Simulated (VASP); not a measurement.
Write the native input for VASP 6.6.1 that does the following.

```yaml
Task: single point
Functional: PBE
Potentials_or_basis: VASP PAW PBE potentials, release 64 (Ag, Cl)
Cutoff: 520 eV
k_mesh: 2 × 2 × 2
Occupations: fermi-dirac, width 0.069 eV
Spin: no spin polarisation
Dipole_correction: no
Further_INCAR_settings: LREAL = Auto; ALGO = Normal; EDIFF = 1e-06; NBANDS = 86
```

The structure of AgCl lies in POSCAR:

```
AgCl
1.0
    0.0000000000      5.5463451273      5.5463451273
    5.5463451273      0.0000000000      5.5463451273
    5.5463451273      5.5463451273      0.0000000000
Ag Cl
8 8
Direct
    0.0067925813     -0.0019232485      0.0077431171
    0.0025042618      0.0164491206      0.4823505279
   -0.0008358658      0.5098191575     -0.0022492289
   -0.0004319060      0.4985581381      0.4915032219
    0.5124717151     -0.0081354476     -0.0060623707
    0.5086908469     -0.0254275558      0.5174995306
    0.5046991191      0.4761825021      0.0060090923
    0.5109753243      0.5040266042      0.4892114424
    0.2483271359      0.2508473541      0.2523744859
    0.2425911964      0.2410427893      0.7546961835
    0.2639680666      0.7497685241      0.2457131622
    0.2069310462      0.7855879683      0.7441303967
    0.7373151880      0.2875813646      0.2440858744
    0.7205921933      0.2772027281      0.7741519688
    0.7177267027      0.7721632718      0.2640764263
    0.7494883395      0.7502562326      0.7539963533
```

These files were run (other wordings do the same):

INCAR

```
SYSTEM = AgCl
PREC = Accurate
ENCUT = 520
EDIFF = 1E-6
ISMEAR = -1
SIGMA = 0.069
LREAL = Auto
LASPH = .TRUE.
NELM = 100
ALGO = Normal
ISIF = 2
LWAVE = .FALSE.
LCHARG = .FALSE.
GGA = PE
NBANDS = 86
```

KPOINTS

```
Automatic mesh
0
G
  2 2 2
  0 0 0
```

Potentials or basis: VASP PAW PBE potentials, release 64 (Ag, Cl).

Command:

```bash
$ cat potpaw_PBE.64/Ag/POTCAR potpaw_PBE.64/Cl/POTCAR > POTCAR
$ mpirun -np 1 vasp_std > vasp.out
```

It gave:

```json
{
 "Pressure": "2.6 GPa",
 "Largest force": "1.032 eV/Å",
 "Band gap on the k mesh": "0.90 eV"
}
```

Caveat: the k points lie up to 0.49 Å⁻¹ apart; the atoms stand as in a frame of molecular dynamics; forces of over 1 eV/Å act on the atoms, so gaps and moduli don't describe the material at rest.

Wall time 13 min on 1 thread of Oxide Virtual Turin-like Processor, on a shared host, peak memory 0.52 GiB.
